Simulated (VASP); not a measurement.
Input of a VASP 6.6.1 run:

Contents of INCAR:

```
ALGO     = Normal         # electronic algorithm
EDIFF    = 1E-6           # SCF threshold, eV
ENCUT    = 520            # plane-wave cutoff, eV
GGA      = PS             # functional
ISIF     = 2              # what is computed and relaxed
ISMEAR   = 0              # smearing method
LASPH    = True           # aspherical terms in the spheres
LCHARG   = False          # write CHGCAR
LREAL    = False          # projectors in reciprocal space
LWAVE    = False          # write WAVECAR
NBANDS   = 26             # bands
NELM     = 80             # most SCF steps
PREC     = Accurate       # precision mode
SIGMA    = 0.03           # smearing width, eV
```

KPOINTS

```
k-points
0
Gamma
  12 12 6
```

Contents of POSCAR:

```
SiGe
1.0
    4.1989983336      0.0000000000      0.0000000000
   -2.0994991668      3.6364392273      0.0000000000
    0.0000000000      0.0000000000      5.7820207053
Si Ge
2 2
Direct
    0.6666666667      0.3333333333      0.8745463082
    0.3333333333      0.6666666667      0.3745463082
    0.6666666667      0.3333333333      0.5004526918
    0.3333333333      0.6666666667      0.0004526918
```

Potentials or basis: VASP PAW PBE potentials, release 64 (Si, Ge_d).

Command:

```bash
$ cat potpaw_PBE.64/Si/POTCAR potpaw_PBE.64/Ge_d/POTCAR > POTCAR
$ mpirun -np 1 vasp_std > vasp.out
```

**Question.** Estimate the pressure.

**Answer.** 1.9 GPa.

**Question.** Estimate the band gap on the k mesh.

**Answer.** Zero (bands 18 and 19 overlap by 0.90 eV).

Forces in eV/Å, atoms in the order of the input:
```
Si   0.000  0.000  2.853
Si   0.000  0.000  2.853
Ge   0.000  0.000 -2.853
Ge   0.000  0.000 -2.853
```

Caveat: the stress differs along the axes, from -12 to 29 GPa; the PAW data sets were made with another functional, which shifts forces and pressure a little.
